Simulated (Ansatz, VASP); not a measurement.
# Two plane-wave programs on Si

File INCAR:

```
SYSTEM = Si
PREC     = Accurate       ! precision mode
ENCUT    = 520            ! plane-wave cutoff, eV
EDIFF    = 1E-6           ! SCF threshold, eV
ISMEAR   = 0              ! smearing method
SIGMA    = 0.05           ! smearing width, eV
LREAL    = .FALSE.        ! projectors in reciprocal space
LASPH    = .TRUE.         ! aspherical terms in the spheres
NELM     = 150            ! most SCF steps
ALGO     = Normal         ! electronic algorithm
ISIF     = 2              ! what is computed and relaxed
LWAVE    = .FALSE.        ! write WAVECAR
LCHARG   = .FALSE.        ! write CHGCAR
ISPIN    = 2              ! spin polarisation
MAGMOM   = 0 0 0 0 2      ! initial moments
LORBIT   = 11             ! projections on sites
LDIPOL   = .TRUE.       
IDIPOL   = 3            
DIPOL    = 0.5 0.5 0.309
GGA      = CA             ! functional
NBANDS   = 22             ! bands
```

The input KPOINTS:

```
Automatic mesh
0
G
  7 7 1
  0 0 0
```

Contents of POSCAR:

```
Si
1.0
    3.8195065206      0.0000000000      0.0000000000
    0.0000000000      3.8195065206      0.0000000000
    0.0000000000      0.0000000000     21.0645252450
Si
5
Direct
    0.0000000000      0.5000000000      0.1898927203
    0.0000000000      0.0000000000      0.2540004780
    0.5000000000      0.0000000000      0.3202822601
    0.5000000000      0.5000000000      0.3828486591
    0.8750000000      0.8750000000      0.4004137357
```

Input for Ansatz:

```yaml
crystal:
  lattice:
    - [3.8195065206, 0.0, 0.0]
    - [0.0, 3.8195065206, 0.0]
    - [0.0, 0.0, 21.064525245]
  atoms:
    - { symbol: Si, position: [0.0, 0.5, 0.1898927203] }
    - { symbol: Si, position: [0.0, 0.0, 0.254000478] }
    - { symbol: Si, position: [0.5, 0.0, 0.3202822601] }
    - { symbol: Si, position: [0.5, 0.5, 0.3828486591] }
    - { symbol: Si, position: [0.875, 0.875, 0.4004137357], spin: 2.0 }
basis:
  ecutwfc: 420
kpoints:
  mp_grid: { grid: [7, 7, 1] }
hamiltonian:
  xc: lda
  pseudopotentials: { kind: paw, azcp: { folder: soft_1 } }
scf:
  occupations: { method: gaussian, width: 0.05 }
output:
  forces: true
  eigenvalues: true
  populations: true
magnetization:
  spin_polarized: true
efield:
  axis: 3
  dipole_correction: true
  ramp_width: 0.04
```

Alike in both runs: task single point; functional LDA; k mesh 7 × 7 × 1; occupations gaussian, width 0.05 eV; collinear spin.

|  | VASP | Ansatz |
| --- | --- | --- |
| version | VASP 6.6.1 | Ansatz 0.2.0 |
| potentials or method | VASP PAW LDA potentials, release 64 (Si), cutoff 520 eV | scalar-relativistic, plane waves, PAW |
| valence electrons in the cell | 20 | 20 |

```csv
,VASP,Ansatz,Ansatz less VASP
gap on the k mesh at the Fermi level (eV),none,none,-
rms of the force components (eV/Å),1.717,1.721,+0.0041
net moment per atom (μB),0.00,0.00,0.000
```

Ansatz warns that its potentials were made for another functional, while VASP's fit it. LDA's correlation is that of Perdew and Zunger in VASP and of Perdew and Wang (1992) in Ansatz. Atom by atom the forces differ by 0.005 eV/Å (rms over components). A gap of «none» marks a metal or a gap that the smearing closes. Ansatz's warnings: seeded moment not kept.
